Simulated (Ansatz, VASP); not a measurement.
# B6As in VASP and in Ansatz

```
CELL_PARAMETERS angstrom
3.03876 1.75443 3.91631
-3.03876 1.75443 3.91631
0.00000 -3.50886 3.91631
ATOMIC_POSITIONS crystal
B 0.01560 0.01560 0.32436
B 0.01560 0.32436 0.01560
B 0.82188 0.27250 0.82188
B 0.82188 0.82188 0.27250
B 0.27250 0.82188 0.82188
B 0.72750 0.17812 0.17812
B 0.17812 0.72750 0.17812
B 0.17812 0.17812 0.72750
B 0.98440 0.67564 0.98440
B 0.98440 0.98440 0.67564
B 0.67564 0.98440 0.98440
B 0.32436 0.01560 0.01560
As 0.60086 0.60086 0.60086
As 0.39914 0.39914 0.39914
```

Alike in both runs: functional LDA; k mesh 6 × 6 × 6; no spin polarisation.

Ansatz relaxed the structure, and its values are those at the end. VASP's run is a single point on that final structure, the one shown.

|  | VASP | Ansatz |
| --- | --- | --- |
| version | VASP 6.6.1 | Ansatz 0.2.0 |
| potentials or method | VASP PAW LDA potentials, release 64 (B, As), cutoff 520 eV | scalar-relativistic, plane waves, PAW |
| occupations | gaussian, width 0.01 eV | fixed |
| valence electrons in the cell | 46 | 66 |

|  | VASP | Ansatz | Ansatz less VASP |
| --- | --- | --- | --- |
| gap on the k mesh at the Fermi level (eV) | 2.67 | 2.66 | -0.003 |
| least direct gap on the mesh (eV) | 2.70 | 2.70 | -0.003 |
| pressure (GPa) | 0.7 | 0.0 | -0.65 |
| rms of the force components (eV/Å) | 0.019 | 0.000 | -0.0186 |

LDA's correlation is that of Perdew and Zunger in VASP and of Perdew and Wang (1992) in Ansatz. VASP's potentials hold 46 valence electrons a cell and Ansatz's 66, so a difference there can come from the potentials and not from the codes.
